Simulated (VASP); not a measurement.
A run of VASP 6.6.1:

Contents of INCAR:

```
SYSTEM = TaS2
  PREC = Accurate
  ENCUT = 400
  EDIFF = 1E-8
  ISMEAR = -1
  SIGMA = 0.03
  LREAL = .False.
  LASPH = .True.
  NELM = 120
  ALGO = Normal
  ISIF = 2
  LWAVE = .False.
  LCHARG = .False.
  LEFG = .True.
  NBANDS = 18
  GGA_COMPAT = .False.
```

Contents of KPOINTS:

```
regular mesh
0
Gamma
  9 9 5
  0 0 0
```

POSCAR

```
TaS2
1.0
    3.3500021206      0.0000000000      0.0000000000
   -1.6750010603      2.9011869392      0.0000000000
    0.0000000000      0.0000000000      6.0358000000
Ta S
1 2
Direct
    0.0000000000      0.0000000000      0.0000000000
    0.3333333333      0.6666666667      0.2500000000
    0.6666666667      0.3333333333      0.7500000000
```

Potentials or basis: VASP PAW LDA potentials, release 64 (Ta_pv, S).

The run is started by

```bash
$ cat potpaw_LDA.64/Ta_pv/POTCAR potpaw_LDA.64/S/POTCAR > POTCAR
$ mpirun -np 1 vasp_std > vasp.out
```

Hardware: 1 thread of Intel(R) Xeon(R) Platinum 8559C (Emerald Rapids), with other jobs on the host.

Problem. How long does it take, and how much memory?

Solution. Run time: 16 s on 1 thread of Intel(R) Xeon(R) Platinum 8559C (Emerald Rapids), with other jobs on the host, peak memory 0.16 GiB. Counts: scf iterations 15, k points 50.
